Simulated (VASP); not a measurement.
CsCl: electric field gradients with PBEsol

CsCl:

```
Cs Cl
1.0
     4.17726    0.00000    0.00000
     0.00000    4.17726    0.00000
     0.00000    0.00000    4.17726
Cs Cl
1 1
Direct
  0.00000 0.00000 0.00000
  0.50000 0.50000 0.50000
```

This cell differs from its parent crystal: volume scaled by 1.04.

| Property | Result |
| --- | --- |
| Program | VASP 6.6.1 |
| Task | electric field gradients |
| Functional | PBEsol |
| Potentials or basis | VASP PAW PBE potentials, release 64 (Cs_sv, Cl) |
| Cutoff | 400 eV |
| k mesh | 6 × 6 × 6 |
| Occupations | fermi-dirac, width 0.03 eV |
| Spin | no spin polarisation |
| Dipole correction | no |
| Further INCAR settings | ALGO = Normal; EDIFF = 1e-08; NBANDS = 15 |

```yaml
Pressure: -1.2 GPa
Band_gap_on_the_k_mesh: 4.88 eV, direct
```

Levels at points of the mesh, in eV from the valence-band top:
```tsv
k point	band 5	band 6	band 7	band 8	band 9	band 10	band 11	band 12
(0.00, 0.00, 0.00)	-5.92	0.00	0.00	0.00	4.88	5.30	5.30	9.86
(0.50, 0.00, 0.00)	-5.79	-1.13	-0.21	-0.21	6.30	7.30	8.44	9.10
(0.50, 0.50, 0.00)	-5.71	-0.43	-0.43	-0.04	5.77	5.85	7.85	7.85
(0.50, 0.50, 0.50)	-6.42	-1.04	-1.04	-1.04	8.24	8.24	8.24	10.14
```

It took 23 s on 1 thread of AMD EPYC 7R13 (shared host), peak memory 0.13 GiB.

Caveat: without QUAD_EFG the Cq values of the log hold for a quadrupole moment of 1 mb, not for the nuclei; the PAW data sets were made with another functional, which shifts forces and pressure a little; spin-orbit coupling is left out, which moves the levels of the heavy elements.
